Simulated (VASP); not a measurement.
Crystal: CeO2.

```
CELL_PARAMETERS angstrom
0.00000 2.73219 2.73219
2.73219 0.00000 2.73219
2.73219 2.73219 0.00000
ATOMIC_POSITIONS crystal
Ce 0.00000 0.00000 0.00000
O 0.25000 0.25000 0.25000
O 0.75000 0.75000 0.75000
```

```yaml
Program: VASP 6.6.1
Task: relaxation of cell and atoms
Functional: LDA
Potentials_or_basis: VASP PAW LDA potentials, release 64 (Ce, O)
Cutoff: 600 eV
k_mesh: 8 × 8 × 8
Occupations: fermi-dirac, width 0.02 eV
Spin: no spin polarisation
```

At the start: pressure -10.3 GPa; volume 13.60 Å³/atom.

Task: Where does the relaxation end?

Result: Over 4 steps the energy falls by 25.6 meV/atom and the volume is 12.84 Å³/atom (-5.6 %); space group Fm-3m (No. 225, to 0.1 Å) before and after.

Step by step:
```
step  energy change (eV)  largest force (eV/Å)  pressure (GPa)  volume (Å³)
   1              0.0000                0.0000          -10.29        40.79
   2              0.0574                0.0000           17.18        35.85
   3             -0.0767                0.0000           -0.20        38.56
   4             -0.0768                0.0000            0.03        38.51
```

Final structure:
```cif
data_structure
_symmetry_space_group_name_H-M 'P 1'
_symmetry_Int_Tables_number 1
_cell_length_a 3.7906
_cell_length_b 3.7906
_cell_length_c 3.7906
_cell_angle_alpha 60.000
_cell_angle_beta 60.000
_cell_angle_gamma 60.000
_cell_volume 38.51
loop_
_atom_site_label
_atom_site_type_symbol
_atom_site_fract_x
_atom_site_fract_y
_atom_site_fract_z
_atom_site_occupancy
Ce1 Ce 0.00000 0.00000 0.00000 1
O1 O 0.25000 0.25000 0.25000 1
O2 O 0.75000 0.75000 0.75000 1
```
